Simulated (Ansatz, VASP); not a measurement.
## Two plane-wave programs on InAs

The input INCAR:

```
SYSTEM = InAs
ALGO     = Normal         ! electronic algorithm
EDIFF    = 1E-6           ! SCF threshold, eV
ENCUT    = 500            ! plane-wave cutoff, eV
GGA      = CA             ! functional
GGA_COMPAT= .FALSE.      
ISIF     = 2              ! what is computed and relaxed
ISMEAR   = 0              ! smearing method
LASPH    = .TRUE.         ! aspherical terms in the spheres
LCHARG   = .TRUE.         ! write CHGCAR
LELF     = .TRUE.         ! ELF
LREAL    = .FALSE.        ! projectors in reciprocal space
LVHAR    = .TRUE.       
LWAVE    = .FALSE.        ! write WAVECAR
NBANDS   = 16             ! bands
NELM     = 120            ! most SCF steps
PREC     = Accurate       ! precision mode
SIGMA    = 0.15           ! smearing width, eV
```

File KPOINTS:

```
k-points
0
G
  14 14 14
  0 0 0
```

POSCAR

```
InAs
1.0
    0.0000000000      2.8010896874      2.8010896874
    2.8010896874      0.0000000000      2.8010896874
    2.8010896874      2.8010896874      0.0000000000
In As
1 1
Direct
    0.4664546356      0.5335453644      0.5335453644
    0.0514085645     -0.0514085645     -0.0514085645
```

Input for Ansatz:

```yaml
crystal:
  lattice:
    - [0.0, 2.8010896874, 2.8010896874]
    - [2.8010896874, 0.0, 2.8010896874]
    - [2.8010896874, 2.8010896874, 0.0]
  atoms:
    - { symbol: In, position: [0.4664546356, 0.5335453644, 0.5335453644] }
    - { symbol: As, position: [0.0514085645, -0.0514085645, -0.0514085645] }
basis:
  ecutwfc: 420
kpoints:
  mp_grid: { grid: [14, 14, 14] }
hamiltonian:
  xc: lda
  pseudopotentials: { kind: paw, azcp: { folder: soft_1 } }
scf:
  occupations: { method: gaussian, width: 0.15 }
output:
  forces: true
  stress: true
  eigenvalues: true
```

Change from the starting cell: mode 4 frozen in at -0.288 Å and mode 5 at +0.000 Å (largest displacements).

Alike in both runs: task single point; functional LDA; k mesh 14 × 14 × 14; occupations gaussian, width 0.15 eV; no spin polarisation.

```csv
,VASP,Ansatz
version,VASP 6.6.1,Ansatz 0.2.0
potentials or method,"VASP PAW LDA potentials, release 64 (In_d, As), cutoff 500 eV","scalar-relativistic, plane waves, PAW"
valence electrons in the cell,18,28
```

Ansatz gave:

* gap on the k mesh at the Fermi level (eV): none
* pressure (GPa): 7.5
* traceless stress, the component that is largest in VASP (GPa): 20.40
* rms of the force components (eV/Å): 1.853

Problem. Estimate VASP's values.

Solution. gap on the k mesh at the Fermi level (eV): none; pressure (GPa): 7.8; traceless stress, the component that is largest in VASP (GPa): 20.55; rms of the force components (eV/Å): 1.873.

Ansatz warns that its potentials were made for another functional, while VASP's fit it. LDA's correlation is that of Perdew and Zunger in VASP and of Perdew and Wang (1992) in Ansatz. Atom by atom the forces differ by 0.020 eV/Å (rms over components). A gap of «none» marks a metal or a gap that the smearing closes. VASP's potentials hold 18 valence electrons a cell and Ansatz's 28, so a difference there can come from the potentials and not from the codes.
